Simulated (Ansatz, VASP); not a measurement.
## SiO2: VASP beside Ansatz

The input INCAR:

```
SYSTEM = SiO2
PREC = Accurate
ENCUT = 520
EDIFF = 1E-7
ISMEAR = 0
SIGMA = 0.05
LREAL = .FALSE.
LASPH = .TRUE.
NELM = 60
ALGO = Normal
ISIF = 2
LWAVE = .FALSE.
LCHARG = .FALSE.
GGA = PE
NBANDS = 25
```

Contents of KPOINTS:

```
Automatic mesh
0
G
  6 6 8
  0 0 0
```

Contents of POSCAR:

```
SiO2
1.0
    4.1406000000      0.0000000000      0.0000000000
    0.0000000000      4.1406000000      0.0000000000
    0.0000000000      0.0000000000      2.3670000000
Si O
2 4
Direct
    0.5000000000      0.5000000000      0.5000000000
    0.0000000000      0.0000000000      0.0000000000
    0.6930127928      0.6930127928      0.0000000000
    0.1930127928      0.8069872072      0.5000000000
    0.3069872072      0.3069872072      0.0000000000
    0.8069872072      0.1930127928      0.5000000000
```

Input for Ansatz:

```yaml
crystal:
  lattice:
    - [4.1406, 0.0, 0.0]
    - [0.0, 4.1406, 0.0]
    - [0.0, 0.0, 2.367]
  atoms:
    - { symbol: Si, position: [0.5, 0.5, 0.5] }
    - { symbol: Si, position: [0.0, 0.0, 0.0] }
    - { symbol: O, position: [0.6930127928, 0.6930127928, 0.0] }
    - { symbol: O, position: [0.1930127928, 0.8069872072, 0.5] }
    - { symbol: O, position: [0.3069872072, 0.3069872072, 0.0] }
    - { symbol: O, position: [0.8069872072, 0.1930127928, 0.5] }
basis:
  ecutwfc: 520.0
kpoints:
  mp_grid: { grid: [6, 6, 8] }
hamiltonian:
  xc: pbe
  pseudopotentials: { kind: paw, azcp: { folder: soft_1 } }
scf:
  occupations: { method: gaussian, width: 0.05 }
output:
  forces: true
  stress: true
  eigenvalues: true
  write_density: true
  write_potential: true
  elf: true
  volumetric_format: npy
```

Alike in both runs: task single point; functional PBE; k mesh 6 × 6 × 8; occupations gaussian, width 0.05 eV; no spin polarisation.

|  | VASP | Ansatz |
| --- | --- | --- |
| version | VASP 6.6.1 | Ansatz 0.2.0 |
| potentials or method | VASP PAW PBE potentials, release 64 (Si, O), cutoff 520 eV | scalar-relativistic, plane waves, PAW |
| valence electrons in the cell | 32 | 32 |

```csv
,VASP,Ansatz,Ansatz less VASP
gap on the k mesh at the Fermi level (eV),8.40,8.42,+0.023
least direct gap on the mesh (eV),8.40,8.42,+0.023
rms of the force components (eV/Å),0.734,0.698,-0.0357
```

Atom by atom the forces differ by 0.036 eV/Å (rms over components).
